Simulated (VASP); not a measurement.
# TePb (P-6m2) in VASP: notebook

TePb is run at these levels: r2SCAN; tasks: relaxation of shape and atoms at fixed volume.

All numbers are computed with VASP 6.6.1; they aren't measurements. Logs are shortened: lines on timing, memory, paths and dates and some standing lists are left out, and cuts for length are marked.

### Step 1. The cell of the first run

The structure is hexagonal, space group P-6m2 (No. 187). The conventional cell has a = 4.457 Å, b = 4.457 Å, c = 4.193 Å, α = 90.00°, β = 90.00°, γ = 120.00°. Within 4.5 Å of Pb (site symmetry -6m2) lie 6 Te at 3.32 Å and 8 Pb at 4.19 to 4.46 Å. Within 4.5 Å of Te (site symmetry -6m2) lie 6 Pb at 3.32 Å and 8 Te at 4.19 to 4.46 Å.

### Step 2. Relaxation of shape and atoms at fixed volume, r2SCAN

POSCAR reads:

```
TePb
1.0
    4.4571122817      0.0000000000      0.0000000000
   -2.2285561408      3.8599724634      0.0000000000
    0.0000000000      0.0000000000      4.1925594348
Pb Te
1 1
Direct
    0.0000000000      0.0000000000      0.0000000000
    0.6666666667      0.3333333333      0.5000000000
```

INCAR.step1 reads:

```
SYSTEM = TePb
  ALGO = Normal
  EDIFF = 1E-4
  ENCUT = 600
  GGA = PE
  ISMEAR = 0
  LASPH = .True.
  LCHARG = .False.
  LREAL = .False.
  LWAVE = .True.
  NELM = 80
  PREC = Accurate
  SIGMA = 0.05
```

INCAR.step2 reads:

```
SYSTEM = TePb
  ALGO = Normal
  EDIFF = 1E-6
  EDIFFG = -0.02
  ENCUT = 600
  IBRION = 2
  ISIF = 4
  ISMEAR = 0
  ISTART = 1
  LASPH = .True.
  LCHARG = .False.
  LMIXTAU = .True.
  LREAL = .False.
  LWAVE = .False.
  METAGGA = R2SCAN
  NELM = 80
  NSW = 60
  PREC = Accurate
  SIGMA = 0.05
```

KPOINTS reads:

```
k-points
0
Gamma
  10 10 8
  0 0 0
```

Potentials or basis: VASP PAW PBE potentials, release 64 (Pb_d, Te).

Run with:

```sh
cat potpaw_PBE.64/Pb_d/POTCAR potpaw_PBE.64/Te/POTCAR > POTCAR
cp INCAR.step1 INCAR
mpirun -np 1 vasp_std > vasp.out
cp INCAR.step2 INCAR
mpirun -np 1 vasp_std > vasp.out
```

OUTCAR:

```text
SYSTEM = TePb
   EDIFF = 1E-6
   EDIFFG = -0.02
   ENCUT = 600
   IBRION = 2
   ISIF = 4
   ISMEAR = 0
   ISTART = 1
   LASPH = .True.
   LREAL = .False.
   METAGGA = R2SCAN
   NELM = 80
   NSW = 60
   PREC = Accurate

 ion  position               nearest neighbor table
   1  0.000  0.000  0.000-   2 3.32   2 3.32   2 3.32   2 3.32   2 3.32   2 3.32
   2  0.667  0.333  0.500-   1 3.32   1 3.32   1 3.32   1 3.32   1 3.32   1 3.32

  LATTYP: Found a hexagonal cell.
 ALAT       =     4.4571122817
 C/A-ratio  =     0.9406447874

  Lattice vectors:

 A1 = (   4.4571122817,   0.0000000000,   0.0000000000)
 A2 = (  -2.2285561408,   3.8599724634,   0.0000000000)
 A3 = (   0.0000000000,   0.0000000000,   4.1925594348)

Analysis of symmetry for initial positions (statically):
=====================================================================
 Subroutine PRICEL returns:
 Original cell was already a primitive cell.

 Routine SETGRP: Setting up the symmetry group for a
 hexagonal supercell.

 Subroutine GETGRP returns: Found 12 space group operations
 (whereof 12 operations were pure point group operations)
 out of a pool of 24 trial point group operations.

The static configuration has the point symmetry D_3h.

Analysis of symmetry for dynamics (positions and initial velocities):
=====================================================================
 Subroutine PRICEL returns:
 Original cell was already a primitive cell.

 Routine SETGRP: Setting up the symmetry group for a
 hexagonal supercell.

 Subroutine GETGRP returns: Found 12 space group operations
 (whereof 12 operations were pure point group operations)
 out of a pool of 24 trial point group operations.

The dynamic configuration has the point symmetry D_3h.

 Subroutine INISYM returns: Found 12 space group operations
 (whereof 12 operations are pure point group operations),
 and found     1 'primitive' translations

----------------------------------------------------------------------------------------

                                     Primitive cell

  volume of cell :      72.1302

  direct lattice vectors                    reciprocal lattice vectors
     4.457112282  0.000000000  0.000000000     0.224360513  0.129534603  0.000000000
    -2.228556141  3.859972463  0.000000000     0.000000000  0.259069206  0.000000000
     0.000000000  0.000000000  4.192559435     0.000000000  0.000000000  0.238517787

  length of vectors
     4.457112282  4.457112282  4.192559435     0.259069206  0.259069206  0.238517787

  position of ions in fractional coordinates (direct lattice)
     0.000000000  0.000000000  0.000000000
     0.666666667  0.333333333  0.500000000

  ion indices of the primitive-cell ions
   primitive index   ion index
                 1           1
                 2           2

----------------------------------------------------------------------------------------

 KPOINTS: k-points

Automatic generation of k-mesh.
 Grid dimensions read from file:
 generate k-points for:   10   10    8

 Generating k-lattice:

  Cartesian coordinates                     Fractional coordinates (reciprocal lattice)
     0.022436051  0.012953460  0.000000000     0.100000000  0.000000000  0.000000000
     0.000000000  0.025906921  0.000000000     0.000000000  0.100000000  0.000000000
     0.000000000  0.000000000  0.029814723     0.000000000  0.000000000  0.125000000

  Length of vectors
     0.025906921  0.025906921  0.029814723

  Shift w.r.t. Gamma in fractional coordinates (k-lattice)
     0.000000000  0.000000000  0.000000000

 Subroutine IBZKPT returns following result:
 ===========================================

 Found     70 irreducible k-points:

 Following reciprocal coordinates:
            Coordinates               Weight
  0.000000  0.000000  0.000000      1.000000
  0.100000  0.000000  0.000000      6.000000
  0.200000  0.000000  0.000000      6.000000
  0.300000  0.000000  0.000000      6.000000
  0.400000  0.000000  0.000000      6.000000
  0.500000  0.000000  0.000000      3.000000
[... 16 lines left out ...]
  0.300000  0.100000  0.125000     24.000000
  0.400000  0.100000  0.125000     24.000000
 [... further k-points ...]
   k-points           NKPTS =     70   k-points in BZ     NKDIM =     70   number of bands    NBANDS=     14
   number of dos      NEDOS =    301   number of ions     NIONS =      2
   total plane-waves  NPLWV =  46656
   dimension x,y,z NGX =    36 NGY =   36 NGZ =   36
   dimension x,y,z NGXF=    72 NGYF=   72 NGZF=   72
   ions per type =               1   1
   NGX,Y,Z   is equivalent  to a cutoff of  13.43, 13.43, 14.27 a.u.
   NGXF,Y,Z  is equivalent  to a cutoff of  26.86, 26.86, 28.55 a.u.
 SYSTEM =  TePb
   PREC   = accura    normal or accurate (medium, high low for compatibility)
   ISTART =      1    job   : 0-new  1-cont  2-samecut
   ICHARG =      0    charge: 1-file 2-atom 10-const
   ISPIN  =      1    spin polarized calculation?
   LNONCOLLINEAR =      F non collinear calculations
   LSORBIT =      F    spin-orbit coupling
   LASPH  =      T    aspherical Exc in radial PAW
   ENCUT  =  600.0 eV  44.10 Ry    6.64 a.u.   8.90  8.90  8.37*2*pi/ulx,y,z
   NELM   =     80;   NELMIN=  2; NELMDL=  0     # of ELM steps
   EDIFF  = 0.1E-05   stopping-criterion for ELM
   LREAL  =      F    real-space projection
   EDIFFG = -.2E-01   stopping-criterion for IOM
   NSW    =     60    number of steps for IOM
   IBRION =      2    ionic relax: 0-MD 1-quasi-New 2-CG
   NFREE  =      1    steps in history (QN), initial steepest desc. (CG)
   ISIF   =      4    stress and relaxation
   ISYM   =      2    0-nonsym 1-usesym 2-fastsym
   POTIM  = 0.5000    time-step for ionic-motion
   TEBEG  =    0.0;   TEEND  =   0.0 temperature during run
   PSTRESS=    0.0 pullay stress
   NELECT =      20.0000    total number of electrons
   NUPDOWN=      -1.0000    fix difference up-down
   EMIN   =  10.00;   EMAX   =-10.00  energy-range for DOS
   EFERMI =   0.00;   METHOD = LEGACY
   ISMEAR =     0;   SIGMA  =   0.05  broadening in eV -4-tet -1-fermi 0-gaus
   EFERMI_NEDOS =   21; number of points for ismear=-14 and -15
   IALGO  =     38    algorithm
   IMIX   =      4    mixing-type and parameters
     AMIX     =   0.40;   BMIX     =  1.00
     AMIX_MAG =   1.60;   BMIX_MAG =  1.00
  volume/ion in A,a.u.               =      36.07       243.38
  Fermi-wavevector in a.u.,A,eV,Ry     =   1.067528  2.017335 15.505409  1.139615
  Thomas-Fermi vector in A             =   2.203147
   LORBIT       =      0    0 simple, 1 ext, 2 COOP (PROOUT), +10 PAW based schemes
   METAGGA = R2SCAN    functional components
   LHFCALC =     F    Hartree Fock is set to
   AEXX    =    0.0000 exact exchange contribution
   IVDW    =     0    specifies the selected vdW correction
   LEPSILON=     F    determine dielectric tensor
   LRPA    =     F    only Hartree local field effects (RPA)
 conjugate gradient relaxation of ions
 non-spin polarized calculation
 Gauss-broadening in eV      SIGMA  =   0.05
  energy-cutoff  :      600.00
  volume of cell :       72.13
 maximum number of plane-waves:      2429
 NGX is ok and might be reduce to    36
   NGX = 17   NGY = 17   NGZ = 17

 number of electron      20.0000000 magnetization

 Free energy of the ion-electron system (eV)
  ---------------------------------------------------
  ext. energy  EPLUGINS =         0.00000000
  ---------------------------------------------------
  free energy    TOTEN  =       -82.42801654 eV

  energy without entropy =      -82.42784184  energy(sigma->0) =      -82.42792919

 E-fermi :   4.8663     XC(G=0):  -9.4763

 val. band max:        4.7753145452   @ k =   0.2000   0.2000   0.1250
 cond. band min:       4.8960376481   @ k =   0.0000   0.0000   0.5000
 fundamental gap:      0.1207231029
 Fermi energy:         4.8663259641

 k-point     1 :       0.0000    0.0000    0.0000
  band No.  band energies     occupation
      1     -12.6627      2.00000
      2     -12.6627      2.00000
      3     -12.6393      2.00000
      4     -12.6062      2.00000
      5     -12.6062      2.00000
      6      -7.2772      2.00000
      7      -1.4147      2.00000
      8       3.0089      2.00000
      9       3.7349      2.00000
     10       3.7349      2.00000
     11       7.7850      0.00000
     12       7.7850      0.00000
     13       9.6116      0.00000
     14      10.8666      0.00000

 k-point     2 :       0.1000    0.0000    0.0000
  band No.  band energies     occupation
      1     -12.6635      2.00000
      2     -12.6601      2.00000
      3     -12.6381      2.00000
      4     -12.6077      2.00000
      5     -12.6065      2.00000
      6      -7.1985      2.00000
      7      -1.5947      2.00000
      8       3.0973      2.00000
      9       3.5836      2.00000
     10       3.6836      2.00000
     11       7.5029      0.00000
     12       8.0387      0.00000
     13       9.8444      0.00000
     14      10.5046      0.00000

 k-point     3 :       0.2000    0.0000    0.0000
  band No.  band energies     occupation
      1     -12.6659      2.00000
      2     -12.6533      2.00000
      3     -12.6346      2.00000
      4     -12.6115      2.00000
      5     -12.6071      2.00000
      6      -6.9706      2.00000
      7      -2.0797      2.00000
      8       3.2476      2.00000
      9       3.3504      2.00000
     10       3.5519      2.00000
     11       7.1075      0.00000
     12       8.6411      0.00000
     13       9.6793      0.00000
     14      10.4082      0.00000
[... 324 lines left out ...]
 k-point    23 :       0.3000    0.1000    0.1250
  band No.  band energies     occupation
      1     -12.6680      2.00000
      2     -12.6419      2.00000
      3     -12.6235      2.00000
      4     -12.6203      2.00000
      5     -12.6121      2.00000
      6      -6.2874      2.00000
      7      -3.0889      2.00000
      8       2.3181      2.00000
      9       2.8469      2.00000
     10       4.5369      2.00000
     11       6.6121      0.00000
     12       8.4889      0.00000
     13       9.1026      0.00000
     14      11.0741      0.00000

 k-point    24 :       0.4000    0.1000    0.1250
  band No.  band energies     occupation
      1     -12.6695      2.00000
      2     -12.6373      2.00000
      3     -12.6262      2.00000
      4     -12.6182      2.00000
      5     -12.6128      2.00000
      6      -5.9921      2.00000
      7      -3.4932      2.00000
      8       2.1134      2.00000
      9       3.0187      2.00000
     10       4.3822      2.00000
     11       6.3654      0.00000
     12       8.7393      0.00000
     13       9.0659      0.00000
     14      10.7369      0.00000

 [... further k-points ...]
[... 5 lines left out ...]
  --------------------------------------------------------------------------------------
  -------------------------------------------------------------------------------------
  Total       -0.2531785     -0.2531785     -0.2792568     -0.0000000      0.0000000      0.0000000
  in kB       -5.6236773     -5.6236773     -6.2029373     -0.0000000      0.0000000      0.0000000
  external PRESSURE =      -5.8167640 kB  Pullay stress =       0.0000000 kB

 VOLUME and BASIS-vectors are now :
 -----------------------------------------------------------------------------
  energy-cutoff  :      600.00
  volume of cell :       72.13
      direct lattice vectors                 reciprocal lattice vectors
     4.457112282  0.000000000  0.000000000     0.224360513  0.129534603  0.000000000
    -2.228556141  3.859972463  0.000000000     0.000000000  0.259069206  0.000000000
     0.000000000  0.000000000  4.192559435     0.000000000  0.000000000  0.238517787

 POSITION                                       TOTAL-FORCE (eV/Angst)
 -----------------------------------------------------------------------------------
      0.00000      0.00000      0.00000        -0.000000      0.000000      0.000000
      2.22856      1.28666      2.09628         0.000000     -0.000000      0.000000
 -----------------------------------------------------------------------------------
    total drift:                               -0.000000      0.000000     -0.000000

  FREE ENERGIE OF THE ION-ELECTRON SYSTEM (eV)
  ---------------------------------------------------
  free  energy   TOTEN  =       -82.4280165431 eV

  energy  without entropy=      -82.4278418378  energy(sigma->0) =      -82.42792919

 reached required accuracy - stopping structural energy minimisation
```

It took 3.3 min on 1 thread of Oxide Virtual Turin-like, shared host; peak memory 0.25 GiB.

What came out:

* Free energy: -82.4280 eV
* Pressure after relaxing: -0.6 GPa
* Band gap on the k mesh: zero (bands 10 and 11 overlap by 0.40 eV)

Final structure:
```cif
data_structure
_symmetry_space_group_name_H-M 'P 1'
_symmetry_Int_Tables_number 1
_cell_length_a 4.4571
_cell_length_b 4.4571
_cell_length_c 4.1926
_cell_angle_alpha 90.000
_cell_angle_beta 90.000
_cell_angle_gamma 120.000
_cell_volume 72.13
loop_
_atom_site_label
_atom_site_type_symbol
_atom_site_fract_x
_atom_site_fract_y
_atom_site_fract_z
_atom_site_occupancy
Pb1 Pb 0.00000 0.00000 0.00000 1
Te1 Te 0.66667 0.33333 0.50000 1
```

Caveat: semilocal functionals underestimate gaps, and a narrow one can read as zero; the PAW data sets were made with another functional, which shifts forces and pressure a little; spin-orbit coupling is left out, which moves the levels of the heavy elements.

(Continued in part 2 of 2.)

The gap in the log of VASP goes by the Fermi energy; the results here count the filled bands.